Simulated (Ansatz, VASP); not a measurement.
CoNi2SnS4: VASP beside Ansatz

POSCAR

```
CoNi2SnS4
1.0
    0.0000000000      5.3546489900      0.0000000000
    5.3546489900      0.0000000000      0.0000000000
    2.6773239900      2.6773239900     -5.3535568500
Sn Co S Ni
1 1 4 2
Direct
    0.5000000000      0.5000000000      0.0000000000
    0.0000000000      0.0000000000      0.0000000000
    0.3753000000      0.3753000000      0.7336000000
    0.6247000000      0.1089000000      0.2664000000
    0.8911000000      0.8911000000      0.7336000000
    0.1089000000      0.6247000000      0.2664000000
    0.7500000000      0.2500000000      0.5000000000
    0.2500000000      0.7500000000      0.5000000000
```

INCAR.step1

```
SYSTEM = CoNi2SnS4
ALGO = Normal
EDIFF = 1E-4
ENCUT = 520
GGA = PE
ISMEAR = -1
LASPH = .TRUE.
LCHARG = .FALSE.
LREAL = .FALSE.
LWAVE = .TRUE.
NBANDS = 44
NELM = 100
PREC = Accurate
SIGMA = 0.1167
```

The input INCAR.step2:

```
SYSTEM = CoNi2SnS4
ALGO = Normal
EDIFF = 1E-7
ENCUT = 520
ISIF = 2
ISMEAR = -1
ISTART = 1
LASPH = .TRUE.
LCHARG = .FALSE.
LMIXTAU = .TRUE.
LREAL = .FALSE.
LWAVE = .FALSE.
METAGGA = R2SCAN
NBANDS = 44
NELM = 100
PREC = Accurate
SIGMA = 0.1167
```

KPOINTS

```
k-points
0
G
  7 7 7
  0 0 0
```

Input for Ansatz:

```yaml
crystal:
  lattice:
    - [0.0, 5.35464899, 0.0]
    - [5.35464899, 0.0, 0.0]
    - [2.67732399, 2.67732399, -5.35355685]
  atoms:
    - { symbol: Sn, position: [0.5, 0.5, 0.0] }
    - { symbol: Co, position: [0.0, 0.0, 0.0] }
    - { symbol: S, position: [0.3753, 0.3753, 0.7336] }
    - { symbol: S, position: [0.6247, 0.1089, 0.2664] }
    - { symbol: S, position: [0.8911, 0.8911, 0.7336] }
    - { symbol: S, position: [0.1089, 0.6247, 0.2664] }
    - { symbol: Ni, position: [0.75, 0.25, 0.5] }
    - { symbol: Ni, position: [0.25, 0.75, 0.5] }
  symmetry: { tolerance: 0.0003 }
kpoints:
  mp_grid: { grid: [7, 7, 7], shift: [0, 0, 0] }
  band_path:
    path:
      - [0.0, 0.0, 0.0]
      - [0.5, 0.5, 0.5]
      - [0.5, 0.5, 0.25]
      - [0.0, 0.5, 0.0]
      - [0.0, 0.0, 0.0]
      - [0.0, 0.0, -0.5]
      - [0.0, 0.37494899, -0.3125255]
      - [0.0, 0.62505101, 0.3125255]
      - [0.0, 0.0, 0.0]
      - [0.5, 0.5, 0.5]
      - [0.37494899, 0.62505101, 0.5]
    npoints: 6
magnetization:
  spin_polarized: false
scf:
  occupations: { method: fermi_dirac, width: 0.1167 }
  lower_state_search: "off"
  max_iter: 200
hamiltonian:
  pseudopotentials: { kind: paw }
  xc: r2scan
basis:
  ecutwfc: 500
  fft_grid_basis: typed
output:
  forces: true
  stress: true
  eigenvalues: true
  bader: true
  populations: true
  elf: true
  write_potential: true
  volumetric_format: npy
  dos:
    e_range: [-12, 8]
    de: 0.05
    projected: { site_lists: { Co: [Co], Ni: [Ni], S: [S], Sn: [Sn] } }
checkpoint:
  read: saved_state
```

Alike in both runs: task single point; functional r2SCAN; k mesh 7 × 7 × 7; occupations fermi-dirac, width 0.1167 eV; no spin polarisation.

|  | VASP | Ansatz |
| --- | --- | --- |
| version | VASP 6.6.1 | Ansatz 0.2.0 |
| potentials or method | VASP PAW PBE potentials, release 64 (Sn_d, Co, S, Ni), cutoff 520 eV | PAW plane waves |
| valence electrons in the cell | 67 | 91 |

```tsv
	VASP	Ansatz	Ansatz less VASP
pressure (GPa)	-5.7	-5.6	+0.10
traceless stress, the component that is largest in VASP (GPa)	-0.05	-0.05	-0.003
rms of the force components (eV/Å)	0.575	0.581	+0.0066
```

VASP's potentials were made for PBE, not for r2SCAN. Atom by atom the forces differ by 0.007 eV/Å (rms over components). VASP's potentials hold 67 valence electrons a cell and Ansatz's 91, so a difference there can come from the potentials and not from the codes. Ansatz's warnings: structure snapped to symmetry.
